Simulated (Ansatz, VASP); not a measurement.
# BP: VASP beside Ansatz

```
CELL_PARAMETERS angstrom
0.00000 2.22268 2.22268
2.22268 0.00000 2.22268
2.22268 2.22268 0.00000
ATOMIC_POSITIONS crystal
P 0.75000 0.75000 0.75000
B 0.00000 0.00000 0.00000
```

Alike in both runs: task single point; functional r2SCAN; dispersion D3(BJ); k mesh 10 × 10 × 10; occupations fermi-dirac, width 0.05 eV; no spin polarisation.

|  | VASP | Ansatz |
| --- | --- | --- |
| version | VASP 6.6.1 | Ansatz 0.2.0 |
| potentials or method | VASP PAW PBE potentials, release 64 (P, B) | Ansatz PAW |
| plane-wave cutoff (eV) | 520 | 500 |
| valence electrons in the cell | 8 | 8 |

VASP gave:

* gap on the k mesh at the Fermi level (eV): 1.36
* least direct gap on the mesh (eV): 3.74
* pressure (GPa): 8.6

Task: What did Ansatz give for the same quantities?

Result: gap on the k mesh at the Fermi level (eV): 1.33; least direct gap on the mesh (eV): 3.70; pressure (GPa): 9.2.

VASP's potentials were made for PBE, not for r2SCAN.
